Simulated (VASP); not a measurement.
# TaBiS3 (R-3c) in VASP: single point with PBE

Aim: the single point of TaBiS3 with PBE.

All numbers are computed with VASP 6.6.1; they aren't measurements. Logs are shortened: lines on timing, memory, paths and dates and some standing lists are left out, and cuts for length are marked.

**1. The cell of the first run**

Symmetry: R-3c, No. 167, trigonal system. The conventional cell has a = 7.038 Å, b = 7.038 Å, c = 14.756 Å, α = 90.00°, β = 90.00°, γ = 120.00°. Within 3.3 Å of Ta (site symmetry -3) lie 6 S at 2.48 Å. Bi (site symmetry 32) has 9 S at 2.82 to 3.27 Å and 2 Ta at 3.69 Å within 3.7 Å. Within 3.3 Å of S (site symmetry 2) lie 2 Ta at 2.48 Å and 3 Bi at 2.82 to 3.27 Å and 4 S at 3.27 Å.

**2. Single point, PBE**

Input file INCAR:

```
SYSTEM = TaBiS3
  PREC = Accurate
  ENCUT = 520
  EDIFF = 1E-7
  ISMEAR = 0
  SIGMA = 0.1
  LREAL = .False.
  LASPH = .True.
  NELM = 80
  ALGO = Normal
  ISIF = 2
  LWAVE = .False.
  LCHARG = .False.
  GGA = PE
  NBANDS = 55
```

Input file KPOINTS:

```
Automatic mesh
0
Gamma
  8 8 8
  0 0 0
```

Input file POSCAR:

```
TaBiS3
1.0
    3.5191989622      2.0318104697      4.9187944990
   -3.5191989622      2.0318104697      4.9187944990
    0.0000000000     -4.0636209348      4.9187945008
Ta Bi S
2 2 6
Direct
    0.5000000000      0.5000000000      0.5000000000
    0.0000000000      0.0000000000      0.0000000000
    0.7500000000      0.7500000000      0.7500000000
    0.2500000000      0.2500000000      0.2500000000
    0.8498328779      0.2500000000      0.6501671221
    0.6501671221      0.8498328779      0.2500000000
    0.2500000000      0.6501671221      0.8498328779
    0.1501671221      0.7500000000      0.3498328779
    0.3498328779      0.1501671221      0.7500000000
    0.7500000000      0.3498328779      0.1501671221
```

Potentials or basis: VASP PAW PBE potentials, release 64 (Ta_pv, Bi_d, S).

Command:

```console
cat potpaw_PBE.64/Ta_pv/POTCAR potpaw_PBE.64/Bi_d/POTCAR potpaw_PBE.64/S/POTCAR > POTCAR
mpirun -np 1 vasp_std > vasp.out
```

OUTCAR:

```text
SYSTEM = TaBiS3
   PREC = Accurate
   ENCUT = 520
   EDIFF = 1E-7
   ISMEAR = 0
   LREAL = .False.
   LASPH = .True.
   NELM = 80
   ISIF = 2
   GGA = PE

 ion  position               nearest neighbor table
   1  0.500  0.500  0.500-   7 2.48  10 2.48   8 2.48   5 2.48   9 2.48   6 2.48   3 3.69   4 3.69

   2  0.000  0.000  0.000-   5 2.48   8 2.48   7 2.48  10 2.48   9 2.48   6 2.48   3 3.69   4 3.69

   3  0.750  0.750  0.750-   9 2.82   8 2.82  10 2.82   6 3.27   6 3.27   7 3.27   5 3.27   5 3.27
                             7 3.27   2 3.69   1 3.69
   4  0.250  0.250  0.250-   6 2.82   5 2.82   7 2.82   9 3.27   9 3.27   8 3.27  10 3.27   8 3.27
                            10 3.27   2 3.69   1 3.69
   5  0.850  0.250  0.650-   2 2.48   1 2.48   4 2.82   3 3.27   3 3.27
   6  0.650  0.850  0.250-   1 2.48   2 2.48   4 2.82   3 3.27   3 3.27
   7  0.250  0.650  0.850-   1 2.48   2 2.48   4 2.82   3 3.27   3 3.27
   8  0.150  0.750  0.350-   2 2.48   1 2.48   3 2.82   4 3.27   4 3.27
   9  0.350  0.150  0.750-   1 2.48   2 2.48   3 2.82   4 3.27   4 3.27
  10  0.750  0.350  0.150-   1 2.48   2 2.48   3 2.82   4 3.27   4 3.27

  LATTYP: Found a trigonal (rhomboedric) cell.
 ALAT       =     6.3802472087
 COS(alpha) =     0.3915251601

  Lattice vectors:

 A1 = (   3.5191989622,   2.0318104697,   4.9187944990)
 A2 = (  -3.5191989622,   2.0318104697,   4.9187944990)
 A3 = (   0.0000000000,  -4.0636209348,   4.9187945008)

Analysis of symmetry for initial positions (statically):
=====================================================================
 Subroutine PRICEL returns:
 Original cell was already a primitive cell.

 Routine SETGRP: Setting up the symmetry group for a
 trigonal (rhombohedral) supercell.

 Subroutine GETGRP returns: Found 12 space group operations
 (whereof  6 operations were pure point group operations)
 out of a pool of 12 trial point group operations.

The static configuration has the point symmetry S_6 .
 The point group associated with its full space group is D_3d.

Analysis of symmetry for dynamics (positions and initial velocities):
=====================================================================
 Subroutine PRICEL returns:
 Original cell was already a primitive cell.

 Routine SETGRP: Setting up the symmetry group for a
 trigonal (rhombohedral) supercell.

 Subroutine GETGRP returns: Found 12 space group operations
 (whereof  6 operations were pure point group operations)
 out of a pool of 12 trial point group operations.

The dynamic configuration has the point symmetry S_6 .
 The point group associated with its full space group is D_3d.

 Subroutine INISYM returns: Found 12 space group operations
 (whereof  6 operations are pure point group operations),
 and found     1 'primitive' translations

----------------------------------------------------------------------------------------

                                     Primitive cell

  volume of cell :     211.0265

  direct lattice vectors                    reciprocal lattice vectors
     3.519198962  2.031810470  4.918794499     0.142077787  0.082028648  0.067767282
    -3.519198962  2.031810470  4.918794499    -0.142077787  0.082028648  0.067767282
     0.000000000 -4.063620935  4.918794501     0.000000000 -0.164057297  0.067767282

  length of vectors
     6.380247209  6.380247209  6.380247209     0.177502679  0.177502679  0.177502679

  position of ions in fractional coordinates (direct lattice)
     0.500000000  0.500000000  0.500000000
     0.000000000  0.000000000  0.000000000
     0.750000000  0.750000000  0.750000000
     0.250000000  0.250000000  0.250000000
     0.849832878  0.250000000  0.650167122
     0.650167122  0.849832878  0.250000000
     0.250000000  0.650167122  0.849832878
     0.150167122  0.750000000  0.349832878
     0.349832878  0.150167122  0.750000000
     0.750000000  0.349832878  0.150167122

  ion indices of the primitive-cell ions
   primitive index   ion index
                 1           1
                 2           2
                 3           3
                 4           4
                 5           5
                 6           6
                 7           7
                 8           8
                 9           9
                10          10

----------------------------------------------------------------------------------------

 KPOINTS: Automatic mesh

Automatic generation of k-mesh.
 Grid dimensions read from file:
 generate k-points for:    8    8    8

 Generating k-lattice:

  Cartesian coordinates                     Fractional coordinates (reciprocal lattice)
     0.017759723  0.010253581  0.008470910     0.125000000  0.000000000  0.000000000
    -0.017759723  0.010253581  0.008470910     0.000000000  0.125000000  0.000000000
     0.000000000 -0.020507162  0.008470910     0.000000000  0.000000000  0.125000000

  Length of vectors
     0.022187835  0.022187835  0.022187835

  Shift w.r.t. Gamma in fractional coordinates (k-lattice)
     0.000000000  0.000000000  0.000000000

 Subroutine IBZKPT returns following result:
 ===========================================

 Found     65 irreducible k-points:

 Following reciprocal coordinates:
            Coordinates               Weight
  0.000000  0.000000  0.000000      1.000000
  0.125000  0.000000  0.000000      6.000000
  0.250000  0.000000  0.000000      6.000000
  0.375000  0.000000  0.000000      6.000000
  0.500000  0.000000  0.000000      3.000000
  0.125000  0.125000  0.000000      6.000000
[... 16 lines left out ...]
  0.250000  0.125000  0.125000      6.000000
  0.375000  0.125000  0.125000      6.000000
 [... further k-points ...]
   k-points           NKPTS =     65   k-points in BZ     NKDIM =     65   number of bands    NBANDS=     55
   number of dos      NEDOS =    301   number of ions     NIONS =     10
   total plane-waves  NPLWV = 110592
   dimension x,y,z NGX =    48 NGY =   48 NGZ =   48
   dimension x,y,z NGXF=    96 NGYF=   96 NGZF=   96
   ions per type =               2   2   6
   NGX,Y,Z   is equivalent  to a cutoff of  12.51, 12.51, 12.51 a.u.
   NGXF,Y,Z  is equivalent  to a cutoff of  25.01, 25.01, 25.01 a.u.
 SYSTEM =  TaBiS3
   PREC   = accura    normal or accurate (medium, high low for compatibility)
   ISTART =      0    job   : 0-new  1-cont  2-samecut
   ICHARG =      2    charge: 1-file 2-atom 10-const
   ISPIN  =      1    spin polarized calculation?
   LNONCOLLINEAR =      F non collinear calculations
   LSORBIT =      F    spin-orbit coupling
   LASPH  =      T    aspherical Exc in radial PAW
   ENCUT  =  520.0 eV  38.22 Ry    6.18 a.u.  11.86 11.86 11.86*2*pi/ulx,y,z
   NELM   =     80;   NELMIN=  2; NELMDL= -5     # of ELM steps
   EDIFF  = 0.1E-06   stopping-criterion for ELM
   LREAL  =      F    real-space projection
   EDIFFG = 0.1E-05   stopping-criterion for IOM
   NSW    =      0    number of steps for IOM
   IBRION =     -1    ionic relax: 0-MD 1-quasi-New 2-CG
   NFREE  =      0    steps in history (QN), initial steepest desc. (CG)
   ISIF   =      2    stress and relaxation
   ISYM   =      2    0-nonsym 1-usesym 2-fastsym
   POTIM  = 0.5000    time-step for ionic-motion
   TEBEG  =    0.0;   TEEND  =   0.0 temperature during run
   PSTRESS=    0.0 pullay stress
   NELECT =      88.0000    total number of electrons
   NUPDOWN=      -1.0000    fix difference up-down
   EMIN   =  10.00;   EMAX   =-10.00  energy-range for DOS
   EFERMI =   0.00;   METHOD = LEGACY
   ISMEAR =     0;   SIGMA  =   0.10  broadening in eV -4-tet -1-fermi 0-gaus
   EFERMI_NEDOS =   21; number of points for ismear=-14 and -15
   IALGO  =     38    algorithm
   IMIX   =      4    mixing-type and parameters
     AMIX     =   0.40;   BMIX     =  1.00
     AMIX_MAG =   1.60;   BMIX_MAG =  1.00
  volume/ion in A,a.u.               =      21.10       142.41
  Fermi-wavevector in a.u.,A,eV,Ry     =   1.223085  2.311296 20.353467  1.495938
  Thomas-Fermi vector in A             =   2.358209
   LORBIT       =      0    0 simple, 1 ext, 2 COOP (PROOUT), +10 PAW based schemes
   GGA     = PE    functional components
   LHFCALC =     F    Hartree Fock is set to
   AEXX    =    0.0000 exact exchange contribution
   IVDW    =     0    specifies the selected vdW correction
   LEPSILON=     F    determine dielectric tensor
   LRPA    =     F    only Hartree local field effects (RPA)
 non-spin polarized calculation
 Gauss-broadening in eV      SIGMA  =   0.10
  energy-cutoff  :      520.00
  volume of cell :      211.03
 maximum number of plane-waves:      5712
   NGX = 23   NGY = 23   NGZ = 23

 number of electron      88.0000008 magnetization

 Free energy of the ion-electron system (eV)
  ---------------------------------------------------
  ext. energy  EPLUGINS =         0.00000000
  ---------------------------------------------------
  free energy    TOTEN  =       -60.66097517 eV

  energy without entropy =      -60.62111993  energy(sigma->0) =      -60.64104755

 E-fermi :   6.9172     XC(G=0): -10.5034

 val. band max:        6.9115265797   @ k =  -0.1250   0.5000   0.1250
 cond. band min:       6.9220912659   @ k =   0.5000   0.5000   0.1250
 fundamental gap:      0.0105646862
 Fermi energy:         6.9171519378

 k-point     1 :       0.0000    0.0000    0.0000
  band No.  band energies     occupation
      1     -28.6986      2.00000
      2     -28.6940      2.00000
      3     -28.6940      2.00000
      4     -28.6931      2.00000
      5     -28.6858      2.00000
      6     -28.6858      2.00000
[... 47 lines left out ...]
     54       9.7571      0.00000
     55      10.6499      0.00000

 k-point     2 :       0.1250    0.0000    0.0000
  band No.  band energies     occupation
      1     -28.6984      2.00000
      2     -28.6937      2.00000
      3     -28.6937      2.00000
      4     -28.6933      2.00000
      5     -28.6861      2.00000
      6     -28.6861      2.00000
[... 47 lines left out ...]
     54       9.5731      0.00000
     55      10.5006      0.00000
[... 1216 lines left out ...]
     54       9.3610      0.00000
     55      10.4740      0.00000

 k-point    24 :       0.3750    0.1250    0.1250
  band No.  band energies     occupation
      1     -28.6976      2.00000
      2     -28.6944      2.00000
      3     -28.6929      2.00000
      4     -28.6914      2.00000
      5     -28.6884      2.00000
      6     -28.6867      2.00000
[... 47 lines left out ...]
     54       9.5246      0.00000
     55      10.2731      0.00000

 [... further k-points ...]
[... 5 lines left out ...]
  --------------------------------------------------------------------------------------
  -------------------------------------------------------------------------------------
  Total        0.0096734      0.0096734     -0.0641384     -0.0000000     -0.0000000      0.0000000
  in kB        0.0734438      0.0734438     -0.4869584     -0.0000000     -0.0000000      0.0000000
  external PRESSURE =      -0.1133570 kB  Pullay stress =       0.0000000 kB

 VOLUME and BASIS-vectors are now :
 -----------------------------------------------------------------------------
  energy-cutoff  :      520.00
  volume of cell :      211.03
      direct lattice vectors                 reciprocal lattice vectors
     3.519198962  2.031810470  4.918794499     0.142077787  0.082028648  0.067767282
    -3.519198962  2.031810470  4.918794499    -0.142077787  0.082028648  0.067767282
     0.000000000 -4.063620935  4.918794501     0.000000000 -0.164057297  0.067767282

 POSITION                                       TOTAL-FORCE (eV/Angst)
 -----------------------------------------------------------------------------------
      0.00000      0.00000      7.37819        -0.000000     -0.000000      0.000000
      0.00000      0.00000      0.00000        -0.000000     -0.000000      0.000000
      0.00000      0.00000     11.06729        -0.000000     -0.000000      0.000000
      0.00000      0.00000      3.68910        -0.000000     -0.000000      0.000000
      2.11093     -0.40738      8.60789         0.001887      0.003268     -0.000000
     -0.70266      2.03181      8.60789        -0.003774     -0.000000     -0.000000
     -1.40827     -1.62443      8.60789         0.001887     -0.003268      0.000000
     -2.11093      0.40738      6.14849        -0.001887     -0.003268      0.000000
      0.70266     -2.03181      6.14849         0.003774     -0.000000      0.000000
      1.40827      1.62443      6.14849        -0.001887      0.003268     -0.000000
 -----------------------------------------------------------------------------------
    total drift:                                0.000000      0.000000     -0.000000

  FREE ENERGIE OF THE ION-ELECTRON SYSTEM (eV)
  ---------------------------------------------------
  free  energy   TOTEN  =       -60.6609751741 eV

  energy  without entropy=      -60.6211199282  energy(sigma->0) =      -60.64104755
```

Run time: 13 min. Hardware: 1 thread of Intel Xeon 8259CL, shared host; peak memory 0.74 GiB.

What came out:

```yaml
Free_energy: -60.6610 eV
Pressure: 0.0 GPa
Largest_force: 0.004 eV/Å
Band_gap_on_the_k_mesh: zero (bands 44 and 45 overlap by 0.62 eV)
```

Forces in eV/Å, atoms in the order of the input:
```
Ta   0.000  0.000  0.000
Ta   0.000  0.000  0.000
Bi   0.000  0.000  0.000
Bi   0.000  0.000  0.000
S    0.002  0.003  0.000
S   -0.004  0.000  0.000
S    0.002 -0.003  0.000
S   -0.002 -0.003  0.000
S    0.004  0.000  0.000
S   -0.002  0.003  0.000
```

Levels at points of the mesh, in eV from the Fermi level:
```csv
k point,band 40,band 41,band 42,band 43,band 44,band 45,band 46,band 47,band 48,band 49
"(0.00, 0.00, 0.00)",-1.91,-1.91,-1.24,-0.60,-0.60,-0.40,0.35,0.35,1.51,1.54
"(0.50, 0.00, 0.00)",-2.24,-1.73,-1.73,-0.25,-0.25,0.63,0.63,0.65,0.65,1.08
"(0.50, 0.50, 0.00)",-2.71,-2.34,-1.42,-1.13,-0.31,0.12,0.38,0.66,1.04,1.05
"(0.50, 0.50, 0.50)",-2.72,-2.54,-2.54,-0.87,-0.87,0.18,0.18,0.18,0.18,1.88
```

Caveat: spin-orbit coupling is left out, which moves the levels of the heavy elements.
